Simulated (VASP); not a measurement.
**La: relaxation of cell and atoms with PBE**

The system is La.

```
La
1.0
     3.29372    0.00000    0.00000
     0.00000    3.53899    0.00000
     0.00000    0.00000    4.20737
La
2
Cartesian
  0.0000 0.0000 0.1275
  1.6469 1.7695 4.0799
```

The cell was built from a structure type or drawn by symmetry, and may not be a known phase.

```
Program                : VASP 6.6.1
Task                   : relaxation of cell and atoms
Functional             : PBE
Potentials or basis    : VASP PAW PBE potentials, release 64 (La)
Cutoff                 : 600 eV
k mesh                 : 6 × 6 × 4
Occupations            : gaussian, width 0.1 eV
Spin                   : no spin polarisation
Dipole correction      : no
Further INCAR settings : ALGO = Normal; EDIFF = 1e-06; IBRION = 2; EDIFFG = -0.04; NSW = 90; ISIF = 3
```

| Quantity | Value |
| --- | --- |
| Relaxed volume | 37.22 Å³/atom |
| Relaxed cell | a = 3.711 Å, b = 5.321 Å, c = 3.770 Å, α = 90.00°, β = 90.00°, γ = 90.00° |
| Space group after relaxing (to 0.1 Å) | Fm-3m (No. 225) |
| Energy gained by relaxing | 3925.7 meV/atom |
| Ionic steps | 36 |
| Pressure after relaxing | -0.1 GPa |
| Largest force after relaxing | 0.018 eV/Å |
| Band gap on the k mesh | zero (bands 11 and 12 overlap by 2.60 eV) |

Forces on the atoms (eV/Å):
```
La   0.000  0.000  0.018
La   0.000  0.000 -0.018
```

The path:
| step | energy change (eV) | largest force (eV/Å) | pressure (GPa) | volume (Å³) |
| --- | --- | --- | --- | --- |
| 1 | 0.0000 | 2.8627 | 79.47 | 49.04 |
| 2 | -4.2475 | 0.0734 | -5.31 | 170.61 |
| 3 | -4.8885 | 0.0870 | -5.31 | 151.03 |
| 4 | -5.3491 | 0.1116 | -5.34 | 136.85 |
| 5 | -6.5497 | 0.2283 | -1.90 | 87.73 |
| 6 | -6.7171 | 0.2174 | -1.49 | 82.32 |
| 7 | -6.8818 | 0.3460 | -0.59 | 75.53 |
| 8 | -6.7039 | 0.0912 | 7.88 | 61.90 |
| 9 | -6.9383 | 0.3694 | 0.00 | 72.76 |
| 10 | -6.9826 | 0.3094 | 2.16 | 67.34 |
| 11 | -6.9882 | 0.3122 | 1.46 | 68.82 |
| 12 | -7.0338 | 0.2893 | 0.72 | 71.34 |
| 13 | -7.0361 | 0.2776 | 0.68 | 72.03 |
| 14 | -7.0685 | 0.3101 | -0.44 | 75.02 |
| 15 | -7.0862 | 0.3220 | -1.46 | 78.59 |
| 16 | -7.1052 | 0.3219 | -1.52 | 78.90 |
| 17 | -7.1790 | 0.3440 | -1.81 | 79.77 |
| 18 | -7.3327 | 0.3423 | -2.31 | 81.20 |
| 19 | -7.4598 | 0.3237 | -2.65 | 82.70 |
| 20 | -7.4554 | 0.3889 | -2.65 | 82.35 |
| 21 | -7.5268 | 0.3642 | -1.88 | 79.13 |
| 22 | -7.5480 | 0.3251 | -1.20 | 76.77 |
| 23 | -7.5939 | 0.3611 | -0.68 | 74.71 |
| 24 | -7.6578 | 0.4159 | 0.62 | 70.30 |
| 25 | -7.5752 | 0.4780 | 4.56 | 61.65 |
| 26 | -7.6658 | 0.4250 | 1.49 | 67.93 |
| 27 | -7.7056 | 0.3985 | 1.13 | 69.05 |
| 28 | -7.7745 | 0.3045 | 0.32 | 72.05 |
| 29 | -7.7099 | 0.0325 | -0.63 | 77.03 |
| 30 | -7.7972 | 0.2067 | -0.07 | 73.75 |
| 31 | -7.8289 | 0.0973 | -0.10 | 74.35 |
| 32 | -7.8339 | 0.0345 | -0.12 | 74.66 |
| 33 | -7.8440 | 0.0433 | 0.06 | 74.10 |
| 34 | -7.8472 | 0.0344 | 0.23 | 73.60 |
| 35 | -7.8512 | 0.0108 | -0.23 | 74.64 |
| 36 | -7.8514 | 0.0184 | -0.12 | 74.44 |

Final structure:
```
CELL_PARAMETERS angstrom
3.71075 0.00000 0.00000
0.00000 5.32115 0.00000
0.00000 0.00000 3.76996
ATOMIC_POSITIONS crystal
La 0.00000 0.00000 0.24873
La 0.50000 0.50000 0.75127
```

Levels at points of the mesh, in eV from the Fermi level:
```csv
k point,band 7,band 8,band 9,band 10,band 11,band 12,band 13,band 14,band 15
"(0.00, 0.00, 0.00)",-15.84,-15.82,-3.16,-1.95,-1.35,1.33,1.42,1.46,1.63
"(0.50, 0.00, 0.00)",-16.04,-16.04,-0.35,-0.35,0.28,0.28,0.30,0.30,1.64
"(0.00, 0.50, 0.00)",-16.06,-16.06,-1.47,-1.47,-0.45,-0.45,1.08,1.08,1.77
"(0.50, 0.50, 0.00)",-16.03,-16.03,-1.70,-1.70,1.23,1.23,1.32,1.35,1.35
"(0.00, 0.00, 0.50)",-16.00,-15.99,-0.41,-0.41,0.25,0.27,0.31,0.34,1.77
"(0.50, 0.00, 0.50)",-16.32,-16.32,-1.95,-1.95,-1.37,-1.37,1.90,1.90,1.92
"(0.00, 0.50, 0.50)",-15.99,-15.99,-1.68,-1.68,1.22,1.22,1.34,1.43,1.43
"(0.50, 0.50, 0.50)",-16.35,-16.35,-0.82,-0.82,0.40,0.40,0.49,0.49,1.34
```

Run time: 11 min on 1 thread of Intel(R) Xeon(R) 6975P-C (Granite Rapids) (shared host), peak memory 0.22 GiB.

Caveat: the k points lie up to 0.42 Å⁻¹ apart in the final cell, too coarse for converged energies and pressures of a metal; the volume moved by over 15 % at a fixed basis, so the end points are rough; spin-orbit coupling is left out, which moves the levels of the heavy elements.
